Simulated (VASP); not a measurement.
Sc2Pb:

```
CELL_PARAMETERS angstrom
5.03204 0.00000 0.00000
-2.51602 4.35787 0.00000
0.00000 0.00000 3.27510
ATOMIC_POSITIONS crystal
Sc 0.33333 0.66667 0.50000
Sc 0.66667 0.33333 0.50000
Pb 0.00000 0.00000 0.00000
```

```yaml
Program: VASP 6.6.1
Task: relaxation of cell and atoms
Functional: PBE
Potentials_or_basis: VASP PAW PBE potentials, release 64 (Sc_sv, Pb_d)
Cutoff: 600 eV
k_mesh: 6 × 6 × 6
Occupations: gaussian, width 0.1 eV
Spin: no spin polarisation
```

At the start: pressure 0.3 GPa; volume 23.94 Å³/atom.

**Question.** Where does the relaxation end?

**Answer.** Over 3 steps the energy falls by 10.3 meV/atom and the volume is 24.14 Å³/atom (+0.8 %); space group P6/mmm (No. 191, to 0.05 Å).

Step by step:
```csv
step,energy change (eV),largest force (eV/Å),pressure (GPa),volume (Å³)
1,0.0000,0.0000,0.28,71.82
2,-0.0267,0.0000,0.02,72.23
3,-0.0308,0.0000,-0.05,72.43
```

Final structure:
```xyz
3
Lattice="5.1242 0.0000 0.0000 -2.5621 4.4377 0.0000 0.0000 0.0000 3.1852" Properties=species:S:1:pos:R:3 pbc="T T T"
Sc    0.0000    2.9584    1.5926
Sc    2.5621    1.4792    1.5926
Pb   -2.5621    4.4377    0.0000
```
